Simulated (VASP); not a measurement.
Zn, 4 atoms in the cell. The structure is hexagonal, space group P6_3/mmc (No. 194). Conventional cell: a = 2.672 Å, b = 2.672 Å, c = 9.086 Å, α = 90.00°, β = 90.00°, γ = 120.00°. Within 3.5 Å of Zn (site symmetry -3m) lie 12 Zn at 2.67 to 2.75 Å. Zn (site symmetry -6m2) has 12 Zn at 2.67 to 2.75 Å within 3.5 Å. 

```yaml
Program: VASP 6.6.1
Task: single point
Functional: PBEsol
Potentials_or_basis: VASP PAW PBE potentials, release 64 (Zn)
Cutoff: 520 eV
k_mesh: 18 × 18 × 6
Occupations: gaussian, width 0.1 eV
Spin: no spin polarisation
Dipole_correction: no
Further_INCAR_settings: ALGO = Fast; EDIFF = 1e-06; NBANDS = 32
```

Potentials or basis: VASP PAW PBE potentials, release 64 (Zn).

Launch:

```bash
$ cat potpaw_PBE.64/Zn/POTCAR > POTCAR
$ mpirun -np 1 vasp_std > vasp.out
```

Hardware: 1 thread of Intel(R) Xeon(R) 6975P-C (Granite Rapids), on a shared host.

Q: Estimate the wall time of this run.

A: It took 98 s on 1 thread of Intel(R) Xeon(R) 6975P-C (Granite Rapids), on a shared host, peak memory 0.3 GiB. Counts: scf iterations 12, k points 148.
